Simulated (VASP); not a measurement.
# KZnCl3 (Pm-3m) in VASP: a series of runs, part 2 of 2

VASP 6.6.1.

### Step 4. Single point, r2SCAN (strain +2.5%)

The input, POSCAR:

```
KZnCl3
1.0
    5.0226179580      0.0000000000      0.0000000000
    0.0000000000      5.0226179580      0.0000000000
    0.0000000000      0.0000000000      5.0226179580
K Zn Cl
1 1 3
Direct
    0.0000000000      0.0000000000      0.0000000000
    0.5000000000      0.5000000000      0.5000000000
    0.5000000000      0.5000000000      0.0000000000
    0.5000000000      0.0000000000      0.5000000000
    0.0000000000      0.5000000000      0.5000000000
```

The input, INCAR.step1:

```
ALGO     = Normal         # electronic algorithm
EDIFF    = 1E-4           # SCF threshold, eV
ENCUT    = 520            # plane-wave cutoff, eV
GGA      = PE             # functional
ISMEAR   = 0              # smearing method
LASPH    = True           # aspherical terms in the spheres
LCHARG   = False          # write CHGCAR
LREAL    = False          # projectors in reciprocal space
LWAVE    = True           # write WAVECAR
NBANDS   = 29             # bands
NELM     = 80             # most SCF steps
PREC     = Accurate       # precision mode
SIGMA    = 0.01           # smearing width, eV
```

The input, INCAR.step2:

```
ALGO     = Normal         # electronic algorithm
EDIFF    = 1E-7           # SCF threshold, eV
ENCUT    = 520            # plane-wave cutoff, eV
ISIF     = 2              # what is computed and relaxed
ISMEAR   = 0              # smearing method
ISTART   = 1            
LASPH    = True           # aspherical terms in the spheres
LCHARG   = False          # write CHGCAR
LMIXTAU  = True         
LREAL    = False          # projectors in reciprocal space
LWAVE    = False          # write WAVECAR
METAGGA  = R2SCAN         # meta-GGA
NBANDS   = 29             # bands
NELM     = 80             # most SCF steps
PREC     = Accurate       # precision mode
SIGMA    = 0.01           # smearing width, eV
```

The input, KPOINTS:

```
k-points
0
Gamma
  6 6 6
```

Potentials or basis: VASP PAW PBE potentials, release 64 (K_sv, Zn, Cl).

On the command line:

```bash
cat potpaw_PBE.64/K_sv/POTCAR potpaw_PBE.64/Zn/POTCAR potpaw_PBE.64/Cl/POTCAR > POTCAR
cp INCAR.step1 INCAR
mpirun -np 1 vasp_std > vasp.out
cp INCAR.step2 INCAR
mpirun -np 1 vasp_std > vasp.out
```

OUTCAR:

```text
EDIFF = 1E-7
   ENCUT = 520
   ISIF = 2
   ISMEAR = 0
   ISTART = 1
   LASPH = True
   LREAL = False
   METAGGA = R2SCAN
   NELM = 80
   PREC = Accurate

 ion  position               nearest neighbor table
   1  0.000  0.000  0.000-
   2  0.500  0.500  0.500-   3 2.51   4 2.51   5 2.51   3 2.51   4 2.51   5 2.51
   3  0.500  0.500  0.000-   2 2.51   2 2.51
   4  0.500  0.000  0.500-   2 2.51   2 2.51
   5  0.000  0.500  0.500-   2 2.51   2 2.51

  LATTYP: Found a simple cubic cell.
 ALAT       =     5.0226179580

  Lattice vectors:

 A1 = (   5.0226179580,   0.0000000000,   0.0000000000)
 A2 = (   0.0000000000,   5.0226179580,   0.0000000000)
 A3 = (   0.0000000000,   0.0000000000,   5.0226179580)

Analysis of symmetry for initial positions (statically):
=====================================================================
 Subroutine PRICEL returns:
 Original cell was already a primitive cell.

 Routine SETGRP: Setting up the symmetry group for a
 simple cubic supercell.

 Subroutine GETGRP returns: Found 48 space group operations
 (whereof 48 operations were pure point group operations)
 out of a pool of 48 trial point group operations.

The static configuration has the point symmetry O_h .

Analysis of symmetry for dynamics (positions and initial velocities):
=====================================================================
 Subroutine PRICEL returns:
 Original cell was already a primitive cell.

 Routine SETGRP: Setting up the symmetry group for a
 simple cubic supercell.

 Subroutine GETGRP returns: Found 48 space group operations
 (whereof 48 operations were pure point group operations)
[... 116 lines left out ...]
   EMIN   =  10.00;   EMAX   =-10.00  energy-range for DOS
   EFERMI =   0.00;   METHOD = LEGACY
   ISMEAR =     0;   SIGMA  =   0.01  broadening in eV -4-tet -1-fermi 0-gaus
   EFERMI_NEDOS =   21; number of points for ismear=-14 and -15
   IALGO  =     38    algorithm
   IMIX   =      4    mixing-type and parameters
     AMIX     =   0.40;   BMIX     =  1.00
     AMIX_MAG =   1.60;   BMIX_MAG =  1.00
  volume/ion in A,a.u.               =      25.34       171.01
  Fermi-wavevector in a.u.,A,eV,Ry     =   1.132994  2.141049 17.465478  1.283676
  Thomas-Fermi vector in A             =   2.269696
   LORBIT       =      0    0 simple, 1 ext, 2 COOP (PROOUT), +10 PAW based schemes
   METAGGA = R2SCAN    functional components
   LHFCALC =     F    Hartree Fock is set to
   AEXX    =    0.0000 exact exchange contribution
   IVDW    =     0    specifies the selected vdW correction
   LEPSILON=     F    determine dielectric tensor
   LRPA    =     F    only Hartree local field effects (RPA)
 non-spin polarized calculation
 Gauss-broadening in eV      SIGMA  =   0.01
  energy-cutoff  :      520.00
  volume of cell :      126.70
 maximum number of plane-waves:      3448
 NGX is ok and might be reduce to    40
   NGX = 19   NGY = 19   NGZ = 19

 number of electron      42.0000024 magnetization

 Free energy of the ion-electron system (eV)
  ---------------------------------------------------
  ext. energy  EPLUGINS =         0.00000000
  ---------------------------------------------------
  free energy    TOTEN  =       -41.33306905 eV

  energy without entropy =      -41.33306905  energy(sigma->0) =      -41.33306905

 E-fermi :  -0.6806     XC(G=0):  -8.8975

 val. band max:       -0.8120239381   @ k =   0.5000   0.5000   0.5000
 cond. band min:       1.1941269253   @ k =   0.0000   0.0000   0.0000
 fundamental gap:      2.0061508634
 Fermi energy:        -0.6806144331

 k-point     1 :       0.0000    0.0000    0.0000
  band No.  band energies     occupation
      1     -29.8419      2.00000
      2     -15.1035      2.00000
      3     -14.2415      2.00000
      4     -14.2415      2.00000
      5     -12.5437      2.00000
      6     -12.5437      2.00000
[... 629 lines left out ...]
     28       9.0511      0.00000
     29       9.0511      0.00000

------------------------ aborting loop because EDIFF is reached ----------------------------------------

  FORCE on cell =-STRESS in cart. coord.  units (eV):
  Direction    XX          YY          ZZ          XY          YZ          ZX
  --------------------------------------------------------------------------------------
  -------------------------------------------------------------------------------------
  Total       -2.0476024     -2.0476024     -2.0476024     -0.0000000      0.0000000     -0.0000000
  in kB      -25.8920113    -25.8920113    -25.8920113     -0.0000000      0.0000000     -0.0000000
  external PRESSURE =     -25.8920113 kB  Pullay stress =       0.0000000 kB

 VOLUME and BASIS-vectors are now :
 -----------------------------------------------------------------------------
  energy-cutoff  :      520.00
  volume of cell :      126.70
      direct lattice vectors                 reciprocal lattice vectors
     5.022617958  0.000000000  0.000000000     0.199099356  0.000000000  0.000000000
     0.000000000  5.022617958  0.000000000     0.000000000  0.199099356  0.000000000
     0.000000000  0.000000000  5.022617958     0.000000000  0.000000000  0.199099356

 POSITION                                       TOTAL-FORCE (eV/Angst)
 -----------------------------------------------------------------------------------
      0.00000      0.00000      0.00000         0.000000      0.000000      0.000000
      2.51131      2.51131      2.51131         0.000000      0.000000      0.000000
      2.51131      2.51131      0.00000         0.000000      0.000000      0.000000
      2.51131      0.00000      2.51131         0.000000      0.000000      0.000000
      0.00000      2.51131      2.51131         0.000000      0.000000      0.000000
 -----------------------------------------------------------------------------------
    total drift:                               -0.000000      0.000000     -0.000000

  FREE ENERGIE OF THE ION-ELECTRON SYSTEM (eV)
  ---------------------------------------------------
  free  energy   TOTEN  =       -41.3330690476 eV

  energy  without entropy=      -41.3330690476  energy(sigma->0) =      -41.33306905
```

Run time: 1.9 min. Hardware: 1 thread of Intel Xeon 6975P-C (Granite Rapids), shared host; peak memory 0.29 GiB.

Results:

```yaml
Free_energy: -41.3331 eV
Pressure: -2.6 GPa
Band_gap_on_the_k_mesh: 2.01 eV (least direct gap 2.48 eV)
```

Caveat: the cell differs from its parent crystal (strain +2.5%); the PAW data sets were made with another functional, which shifts forces and pressure a little.

### Step 5. The runs side by side

| level | cell | smearing | gap on the mesh (eV) | pressure (GPa) |
| --- | --- | --- | --- | --- |
| PBE | a = 5.047 Å, 5 atoms | fermi-dirac 0.02 eV | 1.31 | -1.5 |
| r2SCAN | a = 4.900 Å, 5 atoms | gaussian 0.01 eV | 2.27 | 0.0 |
| r2SCAN | a = 5.023 Å, 5 atoms | gaussian 0.01 eV | 2.01 | -2.6 |

Alike in all rows: task single point; potentials or basis VASP PAW PBE potentials, release 64 (K_sv, Zn, Cl); no spin polarisation; k mesh 6 × 6 × 6; cutoff (eV) 520.

Caveats: the PAW data sets were made with another functional, which shifts forces and pressure a little (at least some runs).

Absolute energies hang on the potentials; compare differences alone.
